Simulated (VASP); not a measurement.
Write the native input for VASP 6.6.1 that does the following.

- Task: single point
- Functional: PBE
- Potentials or basis: VASP PAW PBE potentials, release 64 (Sn_d, O)
- Cutoff: 520 eV
- k mesh: 7 × 7 × 5
- Occupations: gaussian, width 0.02 eV
- Spin: no spin polarisation
- Dipole correction: no
- Further INCAR settings: ALGO = Normal; EDIFF = 1e-06; NBANDS = 28

The structure of SnO lies in POSCAR:

```
SnO
1.0
    3.8136952200      0.0000000000      0.0000000000
    0.0000000000      3.8136952200      0.0000000000
    0.0000000000      0.0000000000      4.8869133000
Sn O
2 2
Direct
    0.5000000000      0.0000000000      0.7646261400
    0.0000000000      0.5000000000      0.2353738600
    0.0000000000      0.0000000000      0.0000000000
    0.5000000000      0.5000000000      0.0000000000
```

These files were run (other wordings do the same):

INCAR

```
ALGO = Normal
EDIFF = 1E-6
ENCUT = 520
GGA = PE
ISIF = 2
ISMEAR = 0
LASPH = T
LCHARG = F
LREAL = F
LWAVE = F
NBANDS = 28
NELM = 100
PREC = Accurate
SIGMA = 0.02
```

KPOINTS

```
k-points
0
Gamma
  7 7 5
```

Potentials or basis: VASP PAW PBE potentials, release 64 (Sn_d, O).

Launch:

```console
$ cat potpaw_PBE.64/Sn_d/POTCAR potpaw_PBE.64/O/POTCAR > POTCAR
$ mpirun -np 1 vasp_std > vasp.out
```

It gave:

The pressure is 3.8 GPa, the largest force is 0.455 eV/Å and the band gap on the k mesh is 0.38 eV, indirect (least direct gap 2.05 eV).

Caveat: spin-orbit coupling is left out, which moves the levels of the heavy elements.

Run time: 51 s on 1 thread of Intel(R) Xeon(R) Platinum 8259CL CPU @ 2.50GHz (Skylake/Cascade Lake), on a shared host, peak memory 0.19 GiB.
